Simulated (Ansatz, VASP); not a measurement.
## In in VASP and in Ansatz

```
In
1.0
    -1.61906    1.66124    2.52477
     1.66124   -1.61906    2.52477
     1.56693    1.56693   -2.49705
In
1
Direct
  0.00000 0.00000 0.00000
```

Alike in both runs: task single point; functional r2SCAN; k mesh 11 × 11 × 14; occupations fermi-dirac, width 0.3 eV; no spin polarisation.

|  | VASP | Ansatz |
| --- | --- | --- |
| version | VASP 6.6.1 | Ansatz 0.2.0 |
| potentials or method | VASP PAW PBE potentials, release 64 (In_d), cutoff 520 eV | plane waves (500 eV) with PAW, scalar-relativistic |
| valence electrons in the cell | 13 | 13 |

|  | VASP | Ansatz | Ansatz less VASP |
| --- | --- | --- | --- |
| pressure (GPa) | 0.3 | 0.3 | -0.02 |
| traceless stress, the component that is largest in VASP (GPa) | -0.11 | -0.11 | +0.001 |

VASP's potentials were made for PBE, not for r2SCAN.
